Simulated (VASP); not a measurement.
Set up this calculation in VASP 6.6.1, as the native input.

```yaml
Task: single point
Functional: PBEsol
Potentials_or_basis: VASP PAW PBE potentials, release 64 (Zr_sv)
Cutoff: 500 eV
k_mesh: 10 × 10 × 10
Occupations: methfessel-paxton, width 0.15 eV
Spin: no spin polarisation
Hubbard_terms: Zr d U = 6.2 eV
Dipole_correction: no
Further_INCAR_settings: ALGO = Normal; EDIFF = 1e-06; NBANDS = 12
```

The structure of Zr lies in POSCAR:

```
Zr
1.0
   -1.8100000000      1.8100000000      1.8100000000
    1.8100000000     -1.8100000000      1.8100000000
    1.8100000000      1.8100000000     -1.8100000000
Zr
1
Direct
    0.0000000000      0.0000000000      0.0000000000
```

This isn't the form of Zr at room conditions, which is hcp.

These files were run (other wordings do the same):

INCAR

```
PREC = Accurate
ENCUT = 500
EDIFF = 1E-6
ISMEAR = 1
SIGMA = 0.15
LREAL = False
LASPH = True
NELM = 200
ALGO = Normal
ISIF = 2
LWAVE = False
LCHARG = True
LMAXMIX = 4
LDAU = True
LDAUTYPE = 2
LDAUL = 2
LDAUU = 6.2
LDAUJ = 0
LDAUPRINT = 1
GGA = PS
LELF = True
LVHAR = True
NBANDS = 12
GGA_COMPAT = False
```

KPOINTS

```
Automatic mesh
0
Gamma
  10 10 10
```

Potentials or basis: VASP PAW PBE potentials, release 64 (Zr_sv).

The run is started by

```sh
$ cat potpaw_PBE.64/Zr_sv/POTCAR > POTCAR
$ mpirun -np 1 vasp_std > vasp.out
```

It gave:

```yaml
Pressure: 11.1 GPa
Band_gap_on_the_k_mesh: zero (bands 6 and 7 overlap by 2.30 eV)
```

Caveat: the cell stands under pressure; the PAW data sets were made with another functional, which shifts forces and pressure a little; U without spin polarisation on a metal has little footing; the U is typed as a test and isn't derived for this compound.

It took 4.3 s on 1 thread of Intel(R) Xeon(R) 6975P-C (Granite Rapids) (shared host), peak memory 0.14 GiB.
